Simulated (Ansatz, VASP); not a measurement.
**One calculation of NaH, two programs**

File INCAR:

```
PREC = Accurate
ENCUT = 520
EDIFF = 1E-6
ISMEAR = 0
SIGMA = 0.01
LREAL = False
LASPH = True
NELM = 100
ALGO = Normal
ISIF = 2
LWAVE = False
LCHARG = False
GGA = PE
NBANDS = 11
```

KPOINTS

```
Automatic mesh
0
Gamma
  8 8 8
```

The input POSCAR:

```
NaH
1.0
    0.0000000000      2.4400937828      2.4400937828
    2.4400937828      0.0000000000      2.4400937828
    2.4400937828      2.4400937828      0.0000000000
Na H
1 1
Direct
    0.0000000000      0.0000000000      0.0000000000
    0.5000000000      0.5000000000      0.5000000000
```

Input for Ansatz:

```yaml
crystal:
  lattice:
    - [0.0, 2.4400937828, 2.4400937828]
    - [2.4400937828, 0.0, 2.4400937828]
    - [2.4400937828, 2.4400937828, 0.0]
  atoms:
    - { symbol: Na, position: [0.0, 0.0, 0.0] }
    - { symbol: H, position: [0.5, 0.5, 0.5] }
kpoints:
  mp_grid: { grid: [8, 8, 8] }
hamiltonian:
  xc: pbe
scf:
  occupations: { method: fixed }
  n_extra_bands: 4
output:
  forces: true
  stress: true
  eigenvalues: true
```

Alike in both runs: task single point; functional PBE; k mesh 8 × 8 × 8; no spin polarisation.

```csv
,VASP,Ansatz
version,VASP 6.6.1,Ansatz 0.2.0
potentials or method,"VASP PAW PBE potentials, release 64 (Na_pv, H)","plane waves, PAW"
plane-wave cutoff (eV),520,420
occupations,"gaussian, width 0.01 eV",fixed
valence electrons in the cell,8,10
```

```tsv
	VASP	Ansatz	Ansatz less VASP
gap on the k mesh at the Fermi level (eV)	3.71	3.71	+0.002
pressure (GPa)	-0.7	-0.7	+0.03
```

VASP's potentials hold 8 valence electrons a cell and Ansatz's 10, so a difference there can come from the potentials and not from the codes.
